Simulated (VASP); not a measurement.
# In2TeO2 (P4/mmm) in VASP: single point with PBE

Aim: the single point of In2TeO2 with PBE.

Everything below comes from runs of VASP 6.6.1. Logs are shortened: lines on timing, memory, paths and dates and some standing lists are left out, and cuts for length are marked.

## 1. The cell of the first run

It takes space group P4/mmm (No. 123, tetragonal). Conventional cell: a = 5.097 Å, b = 5.097 Å, c = 4.210 Å, α = 90.00°, β = 90.00°, γ = 90.00°. In (site symmetry mmm) has 2 O at 2.10 Å and 2 Te at 2.55 Å within 2.8 Å. Te (site symmetry 4/mmm) has 4 In at 2.55 Å and 8 O at 3.31 Å within 3.4 Å. O (site symmetry mmm) has 2 In at 2.10 Å within 2.8 Å.

## 2. Single point, PBE

INCAR

```
SYSTEM = In2TeO2
  ALGO = Normal
  EDIFF = 1E-6
  ENCUT = 520
  GGA = PE
  ISIF = 2
  ISMEAR = 0
  LASPH = .TRUE.
  LCHARG = .FALSE.
  LREAL = .FALSE.
  LWAVE = .FALSE.
  NBANDS = 30
  NELM = 100
  PREC = Accurate
  SIGMA = 0.1
```

KPOINTS

```
k-points
0
G
  4 4 4
  0 0 0
```

POSCAR

```
In2TeO2
1.0
    5.0969845200      0.0000000000      0.0000000000
    0.0000000000      5.0969845200      0.0000000000
    0.0000000000      0.0000000000      4.2098920300
In Te O
2 1 2
Direct
    0.5000000000      0.0000000000      0.0000000000
    0.0000000000      0.5000000000      0.0000000000
    0.5000000000      0.5000000000      0.0000000000
    0.5000000000      0.0000000000      0.5000000000
    0.0000000000      0.5000000000      0.5000000000
```

Potentials or basis: VASP PAW PBE potentials, release 64 (In_d, Te, O).

On the command line:

```
cat potpaw_PBE.64/In_d/POTCAR potpaw_PBE.64/Te/POTCAR potpaw_PBE.64/O/POTCAR > POTCAR
mpirun -np 1 vasp_std > vasp.out
```

OUTCAR:

```text
SYSTEM = In2TeO2
   EDIFF = 1E-6
   ENCUT = 520
   GGA = PE
   ISIF = 2
   ISMEAR = 0
   LASPH = .TRUE.
   LREAL = .FALSE.
   NELM = 100
   PREC = Accurate

 ion  position               nearest neighbor table
   1  0.500  0.000  0.000-   4 2.10   4 2.10   3 2.55   3 2.55   2 3.60   2 3.60   2 3.60   2 3.60

   2  0.000  0.500  0.000-   5 2.10   5 2.10   3 2.55   3 2.55   1 3.60   1 3.60   1 3.60   1 3.60

   3  0.500  0.500  0.000-   1 2.55   2 2.55   1 2.55   2 2.55
   4  0.500  0.000  0.500-   1 2.10   1 2.10
   5  0.000  0.500  0.500-   2 2.10   2 2.10

  LATTYP: Found a simple tetragonal cell.
 ALAT       =     5.0969845200
 C/A-ratio  =     0.8259573898

  Lattice vectors:

 A1 = (   5.0969845200,   0.0000000000,   0.0000000000)
 A2 = (   0.0000000000,   5.0969845200,   0.0000000000)
 A3 = (   0.0000000000,   0.0000000000,   4.2098920300)

Analysis of symmetry for initial positions (statically):
=====================================================================
 Subroutine PRICEL returns:
 Original cell was already a primitive cell.

 Routine SETGRP: Setting up the symmetry group for a
 simple tetragonal supercell.

 Subroutine GETGRP returns: Found 16 space group operations
 (whereof 16 operations were pure point group operations)
 out of a pool of 16 trial point group operations.

The static configuration has the point symmetry D_4h.

Analysis of symmetry for dynamics (positions and initial velocities):
=====================================================================
 Subroutine PRICEL returns:
 Original cell was already a primitive cell.

 Routine SETGRP: Setting up the symmetry group for a
 simple tetragonal supercell.

 Subroutine GETGRP returns: Found 16 space group operations
 (whereof 16 operations were pure point group operations)
 out of a pool of 16 trial point group operations.

The dynamic configuration has the point symmetry D_4h.

 Subroutine INISYM returns: Found 16 space group operations
 (whereof 16 operations are pure point group operations),
 and found     1 'primitive' translations

----------------------------------------------------------------------------------------

                                     Primitive cell

  volume of cell :     109.3698

  direct lattice vectors                    reciprocal lattice vectors
     5.096984520  0.000000000  0.000000000     0.196194435  0.000000000  0.000000000
     0.000000000  5.096984520  0.000000000     0.000000000  0.196194435  0.000000000
     0.000000000  0.000000000  4.209892030     0.000000000  0.000000000  0.237535783

  length of vectors
     5.096984520  5.096984520  4.209892030     0.196194435  0.196194435  0.237535783

  position of ions in fractional coordinates (direct lattice)
     0.500000000  0.000000000  0.000000000
     0.000000000  0.500000000  0.000000000
     0.500000000  0.500000000  0.000000000
     0.500000000  0.000000000  0.500000000
     0.000000000  0.500000000  0.500000000

  ion indices of the primitive-cell ions
   primitive index   ion index
                 1           1
                 2           2
                 3           3
                 4           4
                 5           5

----------------------------------------------------------------------------------------

 KPOINTS: k-points

Automatic generation of k-mesh.
 Grid dimensions read from file:
 generate k-points for:    4    4    4

 Generating k-lattice:

  Cartesian coordinates                     Fractional coordinates (reciprocal lattice)
     0.049048609  0.000000000  0.000000000     0.250000000  0.000000000  0.000000000
     0.000000000  0.049048609  0.000000000     0.000000000  0.250000000  0.000000000
     0.000000000  0.000000000  0.059383946     0.000000000  0.000000000  0.250000000

  Length of vectors
     0.049048609  0.049048609  0.059383946

  Shift w.r.t. Gamma in fractional coordinates (k-lattice)
     0.000000000  0.000000000  0.000000000

 Subroutine IBZKPT returns following result:
 ===========================================

 Found     18 irreducible k-points:

 Following reciprocal coordinates:
            Coordinates               Weight
  0.000000  0.000000  0.000000      1.000000
  0.250000  0.000000  0.000000      4.000000
  0.500000  0.000000  0.000000      2.000000
  0.250000  0.250000  0.000000      4.000000
  0.500000  0.250000  0.000000      4.000000
  0.500000  0.500000  0.000000      1.000000
[... 10 lines left out ...]
  0.500000  0.250000  0.500000      4.000000
  0.500000  0.500000  0.500000      1.000000
   k-points           NKPTS =     18   k-points in BZ     NKDIM =     18   number of bands    NBANDS=     30
   number of dos      NEDOS =    301   number of ions     NIONS =      5
   total plane-waves  NPLWV =  51200
   dimension x,y,z NGX =    40 NGY =   40 NGZ =   32
   dimension x,y,z NGXF=    80 NGYF=   80 NGZF=   64
   ions per type =               2   1   2
   NGX,Y,Z   is equivalent  to a cutoff of  13.05, 13.05, 12.64 a.u.
   NGXF,Y,Z  is equivalent  to a cutoff of  26.09, 26.09, 25.27 a.u.
 SYSTEM =  In2TeO2
   PREC   = accura    normal or accurate (medium, high low for compatibility)
   ISTART =      0    job   : 0-new  1-cont  2-samecut
   ICHARG =      2    charge: 1-file 2-atom 10-const
   ISPIN  =      1    spin polarized calculation?
   LNONCOLLINEAR =      F non collinear calculations
   LSORBIT =      F    spin-orbit coupling
   LASPH  =      T    aspherical Exc in radial PAW
   ENCUT  =  520.0 eV  38.22 Ry    6.18 a.u.   9.48  9.48  7.83*2*pi/ulx,y,z
   NELM   =    100;   NELMIN=  2; NELMDL= -5     # of ELM steps
   EDIFF  = 0.1E-05   stopping-criterion for ELM
   LREAL  =      F    real-space projection
   EDIFFG = 0.1E-04   stopping-criterion for IOM
   NSW    =      0    number of steps for IOM
   IBRION =     -1    ionic relax: 0-MD 1-quasi-New 2-CG
   NFREE  =      0    steps in history (QN), initial steepest desc. (CG)
   ISIF   =      2    stress and relaxation
   ISYM   =      2    0-nonsym 1-usesym 2-fastsym
   POTIM  = 0.5000    time-step for ionic-motion
   TEBEG  =    0.0;   TEEND  =   0.0 temperature during run
   PSTRESS=    0.0 pullay stress
   NELECT =      44.0000    total number of electrons
   NUPDOWN=      -1.0000    fix difference up-down
   EMIN   =  10.00;   EMAX   =-10.00  energy-range for DOS
   EFERMI =   0.00;   METHOD = LEGACY
   ISMEAR =     0;   SIGMA  =   0.10  broadening in eV -4-tet -1-fermi 0-gaus
   EFERMI_NEDOS =   21; number of points for ismear=-14 and -15
   IALGO  =     38    algorithm
   IMIX   =      4    mixing-type and parameters
     AMIX     =   0.40;   BMIX     =  1.00
     AMIX_MAG =   1.60;   BMIX_MAG =  1.00
  volume/ion in A,a.u.               =      21.87       147.61
  Fermi-wavevector in a.u.,A,eV,Ry     =   1.208537  2.283803 19.872140  1.460561
  Thomas-Fermi vector in A             =   2.344142
   LORBIT       =      0    0 simple, 1 ext, 2 COOP (PROOUT), +10 PAW based schemes
   GGA     = PE    functional components
   LHFCALC =     F    Hartree Fock is set to
   AEXX    =    0.0000 exact exchange contribution
   IVDW    =     0    specifies the selected vdW correction
   LEPSILON=     F    determine dielectric tensor
   LRPA    =     F    only Hartree local field effects (RPA)
 non-spin polarized calculation
 Gauss-broadening in eV      SIGMA  =   0.10
  energy-cutoff  :      520.00
  volume of cell :      109.37
 maximum number of plane-waves:      2979
 NGX is ok and might be reduce to    40
   NGX = 19   NGY = 19   NGZ = 15

 number of electron      44.0000001 magnetization

 Free energy of the ion-electron system (eV)
  ---------------------------------------------------
  ext. energy  EPLUGINS =         0.00000000
  ---------------------------------------------------
  free energy    TOTEN  =       -17.11322376 eV

  energy without entropy =      -17.09774639  energy(sigma->0) =      -17.10548508

 E-fermi :   4.8469     XC(G=0):  -9.2336

 val. band max:        4.8423895418   @ k =   0.5000   0.2500   0.2500
 cond. band min:       4.8518589513   @ k =   0.5000   0.5000   0.2500
 fundamental gap:      0.0094694095
 Fermi energy:         4.8469083431

 k-point     1 :       0.0000    0.0000    0.0000
  band No.  band energies     occupation
      1     -12.7826      2.00000
      2     -12.6690      2.00000
      3     -11.0574      2.00000
      4     -10.2611      2.00000
      5     -10.1703      2.00000
      6      -9.9748      2.00000
[... 22 lines left out ...]
     29      12.9860      0.00000
     30      13.4263      0.00000

 k-point     2 :       0.2500    0.0000    0.0000
  band No.  band energies     occupation
      1     -12.7637      2.00000
      2     -12.6838      2.00000
      3     -10.8985      2.00000
      4     -10.2373      2.00000
      5     -10.2272      2.00000
      6     -10.0252      2.00000
[... 22 lines left out ...]
     29      12.9307      0.00000
     30      13.5649      0.00000

 k-point     3 :       0.5000    0.0000    0.0000
  band No.  band energies     occupation
      1     -12.7238      2.00000
      2     -12.7202      2.00000
      3     -10.6521      2.00000
      4     -10.3840      2.00000
      5     -10.1456      2.00000
      6     -10.1231      2.00000
[... 22 lines left out ...]
     29      12.5182      0.00000
     30      13.7403      0.00000

 k-point     4 :       0.2500    0.2500    0.0000
  band No.  band energies     occupation
      1     -12.7502      2.00000
      2     -12.6938      2.00000
      3     -10.7542      2.00000
      4     -10.2829      2.00000
      5     -10.2045      2.00000
      6     -10.0599      2.00000
[... 22 lines left out ...]
     29      12.6886      0.00000
     30      12.9322      0.00000

 k-point     5 :       0.5000    0.2500    0.0000
  band No.  band energies     occupation
      1     -12.7213      2.00000
      2     -12.7196      2.00000
      3     -10.5329      2.00000
      4     -10.3965      2.00000
      5     -10.1445      2.00000
      6     -10.1305      2.00000
[... 22 lines left out ...]
     29      12.6942      0.00000
     30      13.0166      0.00000
[... 328 lines left out ...]
     29      12.5310      0.00000
     30      13.0659      0.00000

 k-point    16 :       0.2500    0.2500    0.5000
  band No.  band energies     occupation
      1     -11.8392      2.00000
      2     -11.7607      2.00000
      3     -10.7675      2.00000
      4     -10.3070      2.00000
      5     -10.2047      2.00000
      6     -10.0656      2.00000
[... 22 lines left out ...]
     29      12.7832      0.00000
     30      13.2341      0.00000

 k-point    17 :       0.5000    0.2500    0.5000
  band No.  band energies     occupation
      1     -11.7993      2.00000
      2     -11.7966      2.00000
      3     -10.5558      2.00000
      4     -10.4280      2.00000
      5     -10.1481      2.00000
      6     -10.1350      2.00000
[... 22 lines left out ...]
     29      11.0468      0.00000
     30      12.7581      0.00000

 k-point    18 :       0.5000    0.5000    0.5000
  band No.  band energies     occupation
      1     -11.7953      2.00000
      2     -11.7953      2.00000
      3     -10.4433      2.00000
      4     -10.4433      2.00000
      5     -10.1441      2.00000
      6     -10.1441      2.00000
[... 22 lines left out ...]
     29      10.8136      0.00000
     30      11.9487      0.00000

------------------------ aborting loop because EDIFF is reached ----------------------------------------

  FORCE on cell =-STRESS in cart. coord.  units (eV):
  Direction    XX          YY          ZZ          XY          YZ          ZX
  --------------------------------------------------------------------------------------
  -------------------------------------------------------------------------------------
  Total       17.6516624     17.6516624     -6.7406279      0.0000000     -0.0000000      0.0000000
  in kB      258.5821894    258.5821894    -98.7445990      0.0000000     -0.0000000      0.0000000
  external PRESSURE =     139.4732599 kB  Pullay stress =       0.0000000 kB

 VOLUME and BASIS-vectors are now :
 -----------------------------------------------------------------------------
  energy-cutoff  :      520.00
  volume of cell :      109.37
      direct lattice vectors                 reciprocal lattice vectors
     5.096984520  0.000000000  0.000000000     0.196194435  0.000000000  0.000000000
     0.000000000  5.096984520  0.000000000     0.000000000  0.196194435  0.000000000
     0.000000000  0.000000000  4.209892030     0.000000000  0.000000000  0.237535783

 POSITION                                       TOTAL-FORCE (eV/Angst)
 -----------------------------------------------------------------------------------
      2.54849      0.00000      0.00000         0.000000      0.000000      0.000000
      0.00000      2.54849      0.00000         0.000000      0.000000      0.000000
      2.54849      2.54849      0.00000         0.000000      0.000000      0.000000
      2.54849      0.00000      2.10495         0.000000      0.000000      0.000000
      0.00000      2.54849      2.10495         0.000000      0.000000      0.000000
 -----------------------------------------------------------------------------------
    total drift:                               -0.000000      0.000000     -0.000000

  FREE ENERGIE OF THE ION-ELECTRON SYSTEM (eV)
  ---------------------------------------------------
  free  energy   TOTEN  =       -17.1132237645 eV

  energy  without entropy=      -17.0977463885  energy(sigma->0) =      -17.10548508
```

Run time: 43 s. Hardware: 1 thread of AMD EPYC 9R14 (Zen 4), shared host; peak memory 0.21 GiB.

Results:

* Free energy: -17.1132 eV
* Pressure: 13.9 GPa
* Band gap on the k mesh: zero (band 22 reaches 4.89 eV, above the bottom of band 23 at 4.04 eV)

Stress tensor (GPa, compression positive):
```
25.86  0.00  0.00
 0.00 25.86  0.00
 0.00  0.00 -9.87
```

Caveat: the k points lie up to 0.37 Å⁻¹ apart; spin-orbit coupling is left out, which moves the levels of the heavy elements.
